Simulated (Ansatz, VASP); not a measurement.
# One calculation of MoS2, two programs

File INCAR:

```
SYSTEM = MoS2
  PREC = Accurate
  ENCUT = 520
  EDIFF = 1E-6
  ISMEAR = 0
  SIGMA = 0.05
  LREAL = .FALSE.
  LASPH = .TRUE.
  NELM = 60
  ALGO = Normal
  ISIF = 2
  LWAVE = .FALSE.
  LCHARG = .TRUE.
  GGA = PE
  IVDW = 12
  LELF = .TRUE.
  LVHAR = .TRUE.
  NBANDS = 49
```

File KPOINTS:

```
Automatic mesh
0
G
  10 10 2
  0 0 0
```

File POSCAR:

```
MoS2
1.0
   -1.5764743774     -2.7305337185      0.0000000000
    1.5764743774     -2.7305337185      0.0000000000
    0.0000000000      0.0000000000     18.9896049492
Mo S
3 6
Direct
    1.0000000000      1.0000000000      0.7894818261
    0.3333333333      0.3333333333      0.1579220860
    0.6666666667      0.6666666667      0.4737019560
    1.0000000000      1.0000000000      0.5560022630
    0.3333333333      0.3333333333      0.8717821331
    0.6666666667      0.6666666667      0.2402223930
    1.0000000000      1.0000000000      0.3913209851
    0.3333333333      0.3333333333      0.7071008552
    0.6666666667      0.6666666667      0.0755411151
```

Input for Ansatz:

```yaml
crystal:
  lattice:
    - [-1.5764743774, -2.7305337185, 0.0]
    - [1.5764743774, -2.7305337185, 0.0]
    - [0.0, 0.0, 18.9896049492]
  atoms:
    - { symbol: Mo, position: [1.0, 1.0, 0.7894818261] }
    - { symbol: Mo, position: [0.3333333333, 0.3333333333, 0.157922086] }
    - { symbol: Mo, position: [0.6666666667, 0.6666666667, 0.473701956] }
    - { symbol: S, position: [1.0, 1.0, 0.556002263] }
    - { symbol: S, position: [0.3333333333, 0.3333333333, 0.8717821331] }
    - { symbol: S, position: [0.6666666667, 0.6666666667, 0.240222393] }
    - { symbol: S, position: [1.0, 1.0, 0.3913209851] }
    - { symbol: S, position: [0.3333333333, 0.3333333333, 0.7071008552] }
    - { symbol: S, position: [0.6666666667, 0.6666666667, 0.0755411151] }
basis:
  ecutwfc: 420
kpoints:
  mp_grid: { grid: [10, 10, 2] }
hamiltonian:
  xc: pbe
  dispersion: d3bj
scf:
  occupations: { method: gaussian, width: 0.05 }
output:
  forces: true
  stress: true
  eigenvalues: true
```

Alike in both runs: task single point; functional PBE; dispersion D3(BJ); k mesh 10 × 10 × 2; occupations gaussian, width 0.05 eV; no spin polarisation.

|  | VASP | Ansatz |
| --- | --- | --- |
| version | VASP 6.6.1 | Ansatz 0.2.0 |
| potentials or method | VASP PAW PBE potentials, release 64 (Mo_sv, S), cutoff 520 eV | scalar-relativistic, plane waves, PAW |
| valence electrons in the cell | 78 | 78 |

|  | VASP | Ansatz | Ansatz less VASP |
| --- | --- | --- | --- |
| gap on the k mesh at the Fermi level (eV) | 0.96 | 0.94 | -0.017 |
| least direct gap on the mesh (eV) | 1.92 | 1.92 | -0.004 |
| pressure (GPa) | -0.3 | -0.1 | +0.13 |
| traceless stress, the component that is largest in VASP (GPa) | -0.26 | -0.23 | +0.036 |
| rms of the force components (eV/Å) | 0.035 | 0.038 | +0.0033 |

Atom by atom the forces differ by 0.006 eV/Å (rms over components).
